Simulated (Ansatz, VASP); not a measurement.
**Two plane-wave programs on Ag**

INCAR

```
PREC = Accurate
ENCUT = 600
EDIFF = 1E-6
ISMEAR = -1
SIGMA = 0.05
LREAL = F
LASPH = T
NELM = 60
ALGO = Fast
ISIF = 3
LWAVE = F
LCHARG = F
GGA = RP
IBRION = 2
NSW = 60
EDIFFG = -0.01
```

The input KPOINTS:

```
Automatic mesh
0
Gamma
  11 11 11
```

POSCAR

```
Ag
1.0
   -1.6556540000      1.6556540000      1.6556540000
    1.6556540000     -1.6556540000      1.6556540000
    1.6556540000      1.6556540000     -1.6556540000
Ag
1
Direct
    0.0000000000      0.0000000000      0.0000000000
```

The input input.yaml:

```yaml
crystal:
  lattice:
    - [-1.655654, 1.655654, 1.655654]
    - [1.655654, -1.655654, 1.655654]
    - [1.655654, 1.655654, -1.655654]
  atoms:
    - { symbol: Ag, position: [0.0, 0.0, 0.0] }
hamiltonian:
  xc: rpbe
  pseudopotentials: { kind: paw }
kpoints:
  mp_grid: { grid: [11, 11, 11] }
scf:
  occupations: { method: fermi_dirac, width: 0.05 }
output:
  forces: true
  stress: true
  eigenvalues: true
relax:
  f_tol: 0.01
  max_steps: 40
  cell: { stress_tol: 0.05 }
```

Alike in both runs: task relaxation of cell and atoms; functional RPBE; k mesh 11 × 11 × 11; occupations fermi-dirac, width 0.05 eV; no spin polarisation.

|  | VASP | Ansatz |
| --- | --- | --- |
| version | VASP 6.6.1 | Ansatz 0.2.0 |
| potentials or method | VASP PAW PBE potentials, release 64 (Ag) | Ansatz PAW |
| plane-wave cutoff (eV) | 600 | 420 |
| valence electrons in the cell | 11 | 19 |

|  | VASP | Ansatz | Ansatz less VASP |
| --- | --- | --- | --- |
| gap on the k mesh at the Fermi level, each at its own relaxed structure (eV) | none | none | - |
| relaxed volume (Å³/atom) | 18.80 | 18.83 | +0.029 |
| relaxed cell length with the largest relative difference (Å) | 2.901 | 2.903 | +0.0015 |

VASP's potentials were made for PBE, not for RPBE. A gap of «none» marks a metal or a gap that the smearing closes. VASP's potentials hold 11 valence electrons a cell and Ansatz's 19, so a difference there can come from the potentials and not from the codes.

Noted on Ansatz's run: the plane-wave basis is chosen anew once the cell has moved, so the energies of steps on either side of that aren't comparable.
